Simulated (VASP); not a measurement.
# Si16Ge (a cell with a defect) in VASP: a series of runs

Runs on Si16Ge (a cell with a defect). Level: LDA. Tasks: single point.

Program: VASP 6.6.1. These are calculated values, not measurements. Logs are shortened: lines on timing, memory, paths and dates and some standing lists are left out, and cuts for length are marked.

## 1. The cell of the first run

The cell holds a defect, 17 atoms: a = 7.679 Å, b = 7.679 Å, c = 7.679 Å, α = 60.00°, β = 60.00°, γ = 60.00°.

## 2. Single point, LDA

Contents of INCAR:

```
SYSTEM = Si16Ge
PREC     = Accurate       ! precision mode
ENCUT    = 520            ! plane-wave cutoff, eV
EDIFF    = 1E-6           ! SCF threshold, eV
ISMEAR   = -1             ! smearing method
SIGMA    = 0.05           ! smearing width, eV
LREAL    = Auto         
LASPH    = .True.         ! aspherical terms in the spheres
NELM     = 100            ! most SCF steps
ALGO     = Normal         ! electronic algorithm
ISIF     = 2              ! what is computed and relaxed
LWAVE    = .False.        ! write WAVECAR
LCHARG   = .False.        ! write CHGCAR
GGA      = CA             ! functional
NBANDS   = 53             ! bands
```

Contents of KPOINTS:

```
regular mesh
0
Gamma
  2 2 2
  0 0 0
```

Contents of POSCAR:

```
Si16Ge
1.0
    0.0000000000      5.4300000000      5.4300000000
    5.4300000000      0.0000000000      5.4300000000
    5.4300000000      5.4300000000      0.0000000000
Si Ge
16 1
Direct
    0.0214734807      0.0212440147     -0.0638821363
    0.1130734807      0.1127895028      0.1160169429
   -0.0022223757     -0.0024264273      0.4880297422
    0.1473667587      0.1474251381      0.5575936464
   -0.0297521179      0.5107388582      0.0085379374
    0.1130870166      0.6581743094      0.1162131676
   -0.0022086556      0.5164300184      0.4882720074
    0.1101053407      0.6265508287      0.6369278085
    0.5109993554     -0.0298730203      0.0084107735
    0.6583901473      0.1128461326      0.1162041436
    0.5163891344     -0.0022841621      0.4882618785
    0.6267213628      0.1100073665      0.6367709024
    0.5110170350      0.5107420810      0.0082546041
    0.6058118785      0.6056744936      0.1829873849
    0.4798678637      0.4797577348      0.5603671271
    0.6266259669      0.6265410681      0.6365860037
    0.3095845304      0.3094480663      1.0716180479
```

Potentials or basis: VASP PAW LDA potentials, release 64 (Si, Ge_d).

Started as:

```bash
$ cat potpaw_LDA.64/Si/POTCAR potpaw_LDA.64/Ge_d/POTCAR > POTCAR
$ mpirun -np 1 vasp_std > vasp.out
```

OUTCAR:

```text
SYSTEM = Si16Ge
   PREC = Accurate
   ENCUT = 520
   EDIFF = 1E-6
   ISMEAR = -1
   LREAL = Auto
   LASPH = .True.
   NELM = 100
   ISIF = 2
   GGA = CA

 ion  position               nearest neighbor table
   1  0.021  0.021  0.936-   2 2.31   6 2.31  10 2.31   4 2.37
   2  0.113  0.113  0.116-   1 2.31   3 2.34  17 2.43   9 2.50   5 2.50
   3  0.998  0.998  0.488-   8 2.33  12 2.33   2 2.34   4 2.34
   4  0.147  0.147  0.558-   3 2.34   7 2.34  11 2.34   1 2.37
   5  0.970  0.511  0.009-  14 2.31   8 2.33  17 2.43   6 2.50   2 2.50
   6  0.113  0.658  0.116-   1 2.31   7 2.34  17 2.43  13 2.50   5 2.50
   7  0.998  0.516  0.488-   8 2.33  16 2.33   6 2.34   4 2.34
   8  0.110  0.627  0.637-   3 2.33   5 2.33   7 2.33  15 2.34
   9  0.511  0.970  0.008-  14 2.31  12 2.33  17 2.43  10 2.50   2 2.50
  10  0.658  0.113  0.116-   1 2.31  11 2.34  17 2.43  13 2.50   9 2.50
  11  0.516  0.998  0.488-  12 2.33  16 2.33  10 2.34   4 2.34
  12  0.627  0.110  0.637-   3 2.33   9 2.33  11 2.33  15 2.34
  13  0.511  0.511  0.008-  14 2.31  16 2.33  17 2.43  10 2.50   6 2.50
  14  0.606  0.606  0.183-   5 2.31   9 2.31  13 2.31  15 2.37
  15  0.480  0.480  0.560-   8 2.34  12 2.34  16 2.34  14 2.37
  16  0.627  0.627  0.637-  13 2.33   7 2.33  11 2.33  15 2.34
  17  0.310  0.309  0.072-   5 2.43   9 2.43  13 2.43   2 2.43   6 2.43  10 2.43

  LATTYP: Found a face centered cubic cell.
 ALAT       =    10.8600000000

  Lattice vectors:

 A1 = (   0.0000000000,   5.4300000000,   5.4300000000)
 A2 = (   5.4300000000,   0.0000000000,   5.4300000000)
 A3 = (   5.4300000000,   5.4300000000,   0.0000000000)

Analysis of symmetry for initial positions (statically):
=====================================================================
 Subroutine PRICEL returns:
 Original cell was already a primitive cell.

 Routine SETGRP: Setting up the symmetry group for a
 face centered cubic supercell.

 Subroutine GETGRP returns: Found  1 space group operations
 (whereof  1 operations were pure point group operations)
 out of a pool of 48 trial point group operations.

The static configuration has the point symmetry C_1 .

Analysis of symmetry for dynamics (positions and initial velocities):
=====================================================================
 Subroutine PRICEL returns:
 Original cell was already a primitive cell.

 Routine SETGRP: Setting up the symmetry group for a
 face centered cubic supercell.

 Subroutine GETGRP returns: Found  1 space group operations
 (whereof  1 operations were pure point group operations)
 out of a pool of 48 trial point group operations.

The dynamic configuration has the point symmetry C_1 .

 Subroutine INISYM returns: Found  1 space group operations
 (whereof  1 operations are pure point group operations),
 and found     1 'primitive' translations

----------------------------------------------------------------------------------------

                                     Primitive cell

  volume of cell :     320.2060

  direct lattice vectors                    reciprocal lattice vectors
     0.000000000  5.430000000  5.430000000    -0.092081031  0.092081031  0.092081031
     5.430000000  0.000000000  5.430000000     0.092081031 -0.092081031  0.092081031
     5.430000000  5.430000000  0.000000000     0.092081031  0.092081031 -0.092081031

  length of vectors
     7.679179644  7.679179644  7.679179644     0.159489025  0.159489025  0.159489025

  position of ions in fractional coordinates (direct lattice)
     0.021473481  0.021244015  0.936117864
     0.113073481  0.112789503  0.116016943
     0.997777624  0.997573573  0.488029742
     0.147366759  0.147425138  0.557593646
     0.970247882  0.510738858  0.008537937
     0.113087017  0.658174309  0.116213168
[... 9 lines left out ...]
     0.626625967  0.626541068  0.636586004
     0.309584530  0.309448066  0.071618048

  ion indices of the primitive-cell ions
   primitive index   ion index
                 1           1
                 2           2
                 3           3
                 4           4
                 5           5
                 6           6
[... 9 lines left out ...]
                16          16
                17          17

----------------------------------------------------------------------------------------

 KPOINTS: regular mesh

Automatic generation of k-mesh.
 Grid dimensions read from file:
 generate k-points for:    2    2    2

 Generating k-lattice:

  Cartesian coordinates                     Fractional coordinates (reciprocal lattice)
    -0.046040516  0.046040516  0.046040516     0.500000000  0.000000000  0.000000000
     0.046040516 -0.046040516  0.046040516     0.000000000  0.500000000  0.000000000
     0.046040516  0.046040516 -0.046040516     0.000000000  0.000000000  0.500000000

  Length of vectors
     0.079744512  0.079744512  0.079744512

  Shift w.r.t. Gamma in fractional coordinates (k-lattice)
     0.000000000  0.000000000  0.000000000

 Subroutine IBZKPT returns following result:
 ===========================================

 Found      8 irreducible k-points:

 Following reciprocal coordinates:
            Coordinates               Weight
  0.000000  0.000000  0.000000      1.000000
  0.500000  0.000000  0.000000      1.000000
  0.000000  0.500000  0.000000      1.000000
  0.000000  0.000000  0.500000      1.000000
  0.500000  0.500000  0.500000      1.000000
  0.500000  0.500000  0.000000      1.000000
  0.000000  0.500000  0.500000      1.000000
  0.500000  0.000000  0.500000      1.000000
   k-points           NKPTS =      8   k-points in BZ     NKDIM =      8   number of bands    NBANDS=     53
   number of dos      NEDOS =    301   number of ions     NIONS =     17
   total plane-waves  NPLWV = 216000
   dimension x,y,z NGX =    60 NGY =   60 NGZ =   60
   dimension x,y,z NGXF=   120 NGYF=  120 NGZF=  120
   ions per type =              16   1
   NGX,Y,Z   is equivalent  to a cutoff of  12.99, 12.99, 12.99 a.u.
   NGXF,Y,Z  is equivalent  to a cutoff of  25.98, 25.98, 25.98 a.u.
 SYSTEM =  Si16Ge
   PREC   = accura    normal or accurate (medium, high low for compatibility)
   ISTART =      0    job   : 0-new  1-cont  2-samecut
   ICHARG =      2    charge: 1-file 2-atom 10-const
   ISPIN  =      1    spin polarized calculation?
   LNONCOLLINEAR =      F non collinear calculations
   LSORBIT =      F    spin-orbit coupling
   LASPH  =      T    aspherical Exc in radial PAW
   ENCUT  =  520.0 eV  38.22 Ry    6.18 a.u.  14.28 14.28 14.28*2*pi/ulx,y,z
   NELM   =    100;   NELMIN=  2; NELMDL= -5     # of ELM steps
   EDIFF  = 0.1E-05   stopping-criterion for ELM
   LREAL  =      T    real-space projection
   EDIFFG = 0.1E-04   stopping-criterion for IOM
   NSW    =      0    number of steps for IOM
   IBRION =     -1    ionic relax: 0-MD 1-quasi-New 2-CG
   NFREE  =      0    steps in history (QN), initial steepest desc. (CG)
   ISIF   =      2    stress and relaxation
   ISYM   =      2    0-nonsym 1-usesym 2-fastsym
   POTIM  = 0.5000    time-step for ionic-motion
   TEBEG  =    0.0;   TEEND  =   0.0 temperature during run
   PSTRESS=    0.0 pullay stress
   NELECT =      78.0000    total number of electrons
   NUPDOWN=      -1.0000    fix difference up-down
   EMIN   =  10.00;   EMAX   =-10.00  energy-range for DOS
   EFERMI =   0.00;   METHOD = LEGACY
   ISMEAR =    -1;   SIGMA  =   0.05  broadening in eV -4-tet -1-fermi 0-gaus
   EFERMI_NEDOS =   21; number of points for ismear=-14 and -15
   IALGO  =     38    algorithm
   IMIX   =      4    mixing-type and parameters
     AMIX     =   0.40;   BMIX     =  1.00
     AMIX_MAG =   1.60;   BMIX_MAG =  1.00
  volume/ion in A,a.u.               =      18.84       127.11
  Fermi-wavevector in a.u.,A,eV,Ry     =   1.022421  1.932096 14.222785  1.045345
  Thomas-Fermi vector in A             =   2.156100
   LORBIT       =      0    0 simple, 1 ext, 2 COOP (PROOUT), +10 PAW based schemes
   GGA     = CA    functional components
   LHFCALC =     F    Hartree Fock is set to
   AEXX    =    0.0000 exact exchange contribution
   IVDW    =     0    specifies the selected vdW correction
   LEPSILON=     F    determine dielectric tensor
   LRPA    =     F    only Hartree local field effects (RPA)
 non-spin polarized calculation
  energy-cutoff  :      520.00
  volume of cell :      320.21
 maximum number of plane-waves:      8646
 NGX is ok and might be reduce to    60
   NGX = 29   NGY = 29   NGZ = 29

 number of electron      77.9999999 magnetization

 Free energy of the ion-electron system (eV)
  ---------------------------------------------------
  ext. energy  EPLUGINS =         0.00000000
  ---------------------------------------------------
  free energy    TOTEN  =       -96.17866088 eV

  energy without entropy =      -96.14673199  energy(sigma->0) =      -96.16269643

 E-fermi :   6.5464     XC(G=0):  -9.9490

 val. band max:        6.5122187634   @ k =   0.0000   0.0000   0.5000
 cond. band min:       6.5987855028   @ k =   0.0000   0.0000   0.0000
 fundamental gap:      0.0865667394
 Fermi energy:         6.5464333826

 k-point     1 :       0.0000    0.0000    0.0000
  band No.  band energies     occupation
      1     -18.1762      2.00000
      2     -18.1761      2.00000
      3     -18.0485      2.00000
      4     -18.0485      2.00000
      5     -18.0449      2.00000
      6      -6.4458      2.00000
[... 43 lines left out ...]
     50       8.5394      0.00000
     51       8.7152      0.00000

 k-point     2 :       0.5000    0.0000    0.0000
  band No.  band energies     occupation
      1     -18.1762      2.00000
      2     -18.1761      2.00000
      3     -18.0485      2.00000
      4     -18.0485      2.00000
      5     -18.0449      2.00000
      6      -6.0465      2.00000
[... 316 lines left out ...]
 k-point     8 :       0.5000    0.0000    0.5000
  band No.  band energies     occupation
      1     -18.1762      2.00000
      2     -18.1761      2.00000
      3     -18.0485      2.00000
      4     -18.0485      2.00000
      5     -18.0449      2.00000
      6      -5.9457      2.00000
[... 43 lines left out ...]
     50      10.2744      0.00000
     51      10.3268      0.00000
 [bands above 51 left out]

------------------------ aborting loop because EDIFF is reached ----------------------------------------

  FORCE on cell =-STRESS in cart. coord.  units (eV):
  Direction    XX          YY          ZZ          XY          YZ          ZX
  --------------------------------------------------------------------------------------
  -------------------------------------------------------------------------------------
  Total        4.0655762      4.0679767      4.0610888     -1.4459740      1.4429727      1.4456475
  in kB       20.3424477     20.3544583     20.3199941     -7.2350506      7.2200333      7.2334171
  external PRESSURE =      20.3389667 kB  Pullay stress =       0.0000000 kB

 VOLUME and BASIS-vectors are now :
 -----------------------------------------------------------------------------
  energy-cutoff  :      520.00
  volume of cell :      320.21
      direct lattice vectors                 reciprocal lattice vectors
     0.000000000  5.430000000  5.430000000    -0.092081031  0.092081031  0.092081031
     5.430000000  0.000000000  5.430000000     0.092081031 -0.092081031  0.092081031
     5.430000000  5.430000000  0.000000000     0.092081031  0.092081031 -0.092081031

 POSITION                                       TOTAL-FORCE (eV/Angst)
 -----------------------------------------------------------------------------------
      5.19847      5.19972      0.23196        -0.007797     -0.008689      0.003631
      1.24242      1.24396      1.22644        -0.001656     -0.001253     -0.016569
      8.06683      8.06793     10.83476         0.012168      0.009132     -0.004870
      3.82825      3.82793      1.60072        -0.001348      0.002776      0.007838
      2.81967      5.31481      8.04176        -0.005774     -0.008062      0.006676
      4.20492      1.24510      4.18795         0.016381     -0.001180      0.001884
[... 9 lines left out ...]
      6.85878      6.85924      6.80470        -0.008313     -0.009414      0.000289
      2.06919      2.06993      3.36135         0.002876      0.005261      0.002103
 -----------------------------------------------------------------------------------
    total drift:                               -0.003063     -0.002707      0.000663

  FREE ENERGIE OF THE ION-ELECTRON SYSTEM (eV)
  ---------------------------------------------------
  free  energy   TOTEN  =       -96.1786608794 eV

  energy  without entropy=      -96.1467319853  energy(sigma->0) =      -96.16269643
```

Run time: 3 min. Hardware: 1 thread of AMD EPYC 9R45 (Zen 5), shared host; peak memory 0.36 GiB.

What came out:

* Free energy: -96.1787 eV
* Pressure: 2.0 GPa
* Largest force: 0.028 eV/Å
* Band gap on the k mesh: 0.09 eV

Forces in eV/Å, atoms in the order of the input:
```
Si  -0.008 -0.009  0.004
Si  -0.002 -0.001 -0.017
Si   0.012  0.009 -0.005
Si  -0.001  0.003  0.008
Si  -0.006 -0.008  0.007
Si   0.016 -0.001  0.002
Si   0.006  0.003 -0.011
Si  -0.016  0.001  0.010
Si  -0.008 -0.006  0.006
Si   0.000  0.015  0.000
Si   0.004  0.008 -0.009
Si   0.001 -0.015  0.008
Si  -0.007 -0.008  0.006
Si   0.015  0.013 -0.019
Si  -0.001  0.001  0.007
Si  -0.008 -0.009  0.000
Ge   0.003  0.005  0.002
```

Stress tensor (GPa, compression positive):
```
 2.03 -0.72  0.72
-0.72  2.04  0.72
 0.72  0.72  2.03
```

Levels at points of the mesh, in eV from the valence-band top:
| k point | band 36 | band 37 | band 38 | band 39 | band 40 | band 41 | band 42 | band 43 |
| --- | --- | --- | --- | --- | --- | --- | --- | --- |
| (0.00, 0.00, 0.00) | -1.10 | -0.37 | -0.36 | -0.36 | 0.09 | 0.09 | 0.38 | 0.38 |
| (0.50, 0.00, 0.00) | -1.24 | -1.14 | -0.66 | -0.28 | 0.39 | 0.87 | 1.02 | 1.21 |
| (0.00, 0.50, 0.00) | -1.24 | -1.14 | -0.66 | -0.28 | 0.39 | 0.87 | 1.02 | 1.21 |
| (0.00, 0.00, 0.50) | -1.08 | -1.05 | -1.05 | 0.00 | 0.61 | 0.61 | 1.30 | 1.35 |
| (0.50, 0.50, 0.50) | -1.24 | -1.14 | -0.66 | -0.28 | 0.39 | 0.87 | 1.02 | 1.21 |
| (0.50, 0.50, 0.00) | -1.62 | -1.51 | -0.44 | -0.10 | 0.62 | 1.50 | 1.59 | 1.90 |
| (0.00, 0.50, 0.50) | -1.62 | -1.51 | -0.44 | -0.10 | 0.62 | 1.50 | 1.59 | 1.90 |
| (0.50, 0.00, 0.50) | -1.62 | -1.51 | -0.44 | -0.10 | 0.62 | 1.50 | 1.59 | 1.90 |

Caveat: the k points lie up to 0.50 Å⁻¹ apart.

[end of part 1 of 2]
